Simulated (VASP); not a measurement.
Set up this calculation in VASP 6.6.1, as the native input.

| Property | Result |
| --- | --- |
| Task | single point |
| Functional | PBE |
| Potentials or basis | VASP PAW PBE potentials, release 64 (Rb_sv, Li_sv) |
| Cutoff | 520 eV |
| k mesh | 4 × 4 × 4 |
| Occupations | gaussian, width 0.1 eV |
| Spin | no spin polarisation |
| Dipole correction | no |
| Further INCAR settings | ALGO = Normal; EDIFF = 1e-07; NBANDS = 30 |

The structure of Rb2Li lies in POSCAR:

```
Rb2Li
1.0
    0.0000000000      5.8311406690      5.8311406690
    5.8311406690      0.0000000000      5.8311406690
    5.8311406690      5.8311406690      0.0000000000
Rb Li
4 2
Direct
    0.6250000000      0.6250000000      0.6250000000
    0.1250000000      0.6250000000      0.6250000000
    0.6250000000      0.6250000000      0.1250000000
    0.6250000000      0.1250000000      0.6250000000
    0.0000000000      0.0000000000      0.0000000000
    0.2500000000      0.2500000000      0.2500000000
```

The input as run:

INCAR

```
SYSTEM = Rb2Li
PREC = Accurate
ENCUT = 520
EDIFF = 1E-7
ISMEAR = 0
SIGMA = 0.1
LREAL = .FALSE.
LASPH = .TRUE.
NELM = 60
ALGO = Normal
ISIF = 2
LWAVE = .FALSE.
LCHARG = .FALSE.
GGA = PE
NBANDS = 30
```

KPOINTS

```
Automatic mesh
0
G
  4 4 4
  0 0 0
```

Potentials or basis: VASP PAW PBE potentials, release 64 (Rb_sv, Li_sv).

Launch:

```console
$ cat potpaw_PBE.64/Rb_sv/POTCAR potpaw_PBE.64/Li_sv/POTCAR > POTCAR
$ mpirun -np 1 vasp_std > vasp.out
```

Results of the run:

```
Band gap on the k mesh : zero (bands 21 and 22 overlap by 1.30 eV)
```

Wall time 3.3 min on 1 thread of Oxide Virtual Turin-like Processor, with other jobs on the host, peak memory 0.56 GiB.
